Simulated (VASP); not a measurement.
Set up this calculation in VASP 6.6.1, as the native input.

```yaml
Task: relaxation of cell and atoms
Functional: PBE
Potentials_or_basis: VASP PAW PBE potentials, release 64 (Ta_pv, Ga_d)
Cutoff: 600 eV
k_mesh: 4 × 4 × 6
Occupations: gaussian, width 0.1 eV
Spin: no spin polarisation
Dipole_correction: no
Further_INCAR_settings: ALGO = Normal; EDIFF = 1e-07; IBRION = 2; EDIFFG = -0.04; NSW = 90; ISIF = 3
```

The structure of TaGa2 lies in POSCAR:

```
TaGa2
1.0
    3.9054352656      0.0000000000      0.0000000000
    0.0000000000      3.9054352656      0.0000000000
    0.0000000000      0.0000000000      3.6991120739
Ta Ga
1 2
Direct
    0.5000000000      0.5000000000      0.0000000000
    0.0000000000      0.5000000000      0.5000000000
    0.5000000000      0.0000000000      0.5000000000
```

One way to write it, as run:

INCAR

```
PREC = Accurate
ENCUT = 600
EDIFF = 1E-7
ISMEAR = 0
SIGMA = 0.1
LREAL = F
LASPH = T
NELM = 60
ALGO = Normal
ISIF = 3
LWAVE = F
LCHARG = F
GGA = PE
IBRION = 2
NSW = 90
EDIFFG = -0.04
```

KPOINTS

```
regular mesh
0
Gamma
  4 4 6
```

Potentials or basis: VASP PAW PBE potentials, release 64 (Ta_pv, Ga_d).

Run with:

```sh
$ cat potpaw_PBE.64/Ta_pv/POTCAR potpaw_PBE.64/Ga_d/POTCAR > POTCAR
$ mpirun -np 1 vasp_std > vasp.out
```

Results of the run:

```json
{"Relaxed volume": "18.88 Å³/atom", "Relaxed cell": "a = 3.910 Å, b = 3.910 Å, c = 3.706 Å, α = 90.00°, β = 90.00°, γ = 90.00°", "Space group after relaxing (to 0.05 Å)": "P4/mmm (No. 123)", "Energy gained by relaxing": "0.1 meV/atom", "Ionic steps": "3", "Pressure after relaxing": "0.0 GPa"}
```

Caveat: the k points lie up to 0.40 Å⁻¹ apart in the final cell.

Wall time 41 s on 1 thread of Intel(R) Xeon(R) Platinum 8488C (Sapphire Rapids), with other jobs on the host, peak memory 0.2 GiB.
